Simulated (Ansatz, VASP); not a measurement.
**SiW6 in VASP and in Ansatz**

Contents of INCAR:

```
SYSTEM = SiW6
ALGO     = Normal         ! electronic algorithm
DIPOL    = 0.5 0.5 0.323
EDIFF    = 1E-6           ! SCF threshold, eV
ENCUT    = 520            ! plane-wave cutoff, eV
GGA      = PE             ! functional
IDIPOL   = 3            
ISIF     = 2              ! what is computed and relaxed
ISMEAR   = 0              ! smearing method
IVDW     = 12             ! dispersion correction
LASPH    = .True.         ! aspherical terms in the spheres
LCHARG   = .True.         ! write CHGCAR
LDIPOL   = .True.       
LELF     = .True.         ! ELF
LREAL    = .False.        ! projectors in reciprocal space
LVACPOTAV= .True.       
LVHAR    = .True.       
LWAVE    = .False.        ! write WAVECAR
NBANDS   = 53             ! bands
NELM     = 100            ! most SCF steps
PREC     = Accurate       ! precision mode
SIGMA    = 0.1            ! smearing width, eV
```

KPOINTS

```
k-points
0
Gamma
  6 6 1
  0 0 0
```

Contents of POSCAR:

```
SiW6
1.0
    4.4682526257      0.0000000000      0.0000000000
   -2.2341263128      3.8696202844      0.0000000000
    0.0000000000      0.0000000000     21.6259061357
W Si
6 1
Direct
    0.6666666667      0.3333333333      0.1849633479
    0.3333333333      0.6666666667      0.2271386095
    0.0000000000      0.0000000000      0.2693138710
    0.6666666667      0.3333333333      0.3085097946
    0.3333333333      0.6666666667      0.3483008428
    0.0000000000      0.0000000000      0.3849968683
    0.1111111111      0.2222222222      0.5375916303
```

Input for Ansatz:

```yaml
crystal:
  lattice:
    - [4.4682526257, 0.0, 0.0]
    - [-2.2341263128, 3.8696202844, 0.0]
    - [0.0, 0.0, 21.6259061357]
  atoms:
    - { symbol: W, position: [0.6666666667, 0.3333333333, 0.1849633479] }
    - { symbol: W, position: [0.3333333333, 0.6666666667, 0.2271386095] }
    - { symbol: W, position: [0.0, 0.0, 0.269313871] }
    - { symbol: W, position: [0.6666666667, 0.3333333333, 0.3085097946] }
    - { symbol: W, position: [0.3333333333, 0.6666666667, 0.3483008428] }
    - { symbol: W, position: [0.0, 0.0, 0.3849968683] }
    - { symbol: Si, position: [0.1111111111, 0.2222222222, 0.5375916303] }
basis:
  ecutwfc: 420
kpoints:
  mp_grid: { grid: [6, 6, 1] }
hamiltonian:
  xc: pbe
  pseudopotentials: { kind: paw, azcp: { folder: soft_1 } }
  dispersion: d3bj
scf:
  occupations: { method: gaussian, width: 0.1 }
output:
  forces: true
  eigenvalues: true
efield:
  axis: 3
  dipole_correction: true
  ramp_width: 0.04
```

Alike in both runs: task single point; functional PBE; dispersion D3(BJ); k mesh 6 × 6 × 1; occupations gaussian, width 0.1 eV; no spin polarisation.

```csv
,VASP,Ansatz
version,VASP 6.6.1,Ansatz 0.2.0
potentials or method,"VASP PAW PBE potentials, release 64 (W_sv, Si), cutoff 520 eV","scalar-relativistic, plane waves, PAW"
valence electrons in the cell,88,88
```

```tsv
	VASP	Ansatz	Ansatz less VASP
gap on the k mesh at the Fermi level (eV)	none	none	-
rms of the force components (eV/Å)	0.850	0.840	-0.0097
work function, face that differs most (eV)	4.64	4.64	+0.002
```

Atom by atom the forces differ by 0.022 eV/Å (rms over components). A gap of «none» marks a metal or a gap that the smearing closes. Ansatz's warnings: dispersion switch in reach, vacuum below fermi.

Neither program's run includes spin-orbit coupling.
